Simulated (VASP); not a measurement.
A run of VASP 6.6.1:

Contents of INCAR:

```
  ALGO = Normal
  EDIFF = 1E-6
  ENCUT = 520
  GGA = PS
  ISIF = 2
  ISMEAR = -1
  LASPH = T
  LCHARG = F
  LREAL = F
  LWAVE = F
  NBANDS = 11
  NELM = 60
  PREC = Accurate
  SIGMA = 0.1
```

Contents of KPOINTS:

```
k-points
0
Gamma
  24 24 24
```

The input POSCAR:

```
Pt
1.0
    0.0000000000      1.9510584285      1.9510584285
    1.9510584285      0.0000000000      1.9510584285
    1.9510584285      1.9510584285      0.0000000000
Pt
1
Direct
    0.0000000000      0.0000000000      0.0000000000
```

Potentials or basis: VASP PAW PBE potentials, release 64 (Pt).

Command:

```console
$ cat potpaw_PBE.64/Pt/POTCAR > POTCAR
$ mpirun -np 1 vasp_std > vasp.out
```

Hardware: 1 thread of Intel(R) Xeon(R) Platinum 8488C (Sapphire Rapids) (shared host).

Problem. Estimate the wall time of this run.

Solution. Wall time 40 s on 1 thread of Intel(R) Xeon(R) Platinum 8488C (Sapphire Rapids), with other jobs on the host, peak memory 0.2 GiB. Counts: scf iterations 11, k points 413.
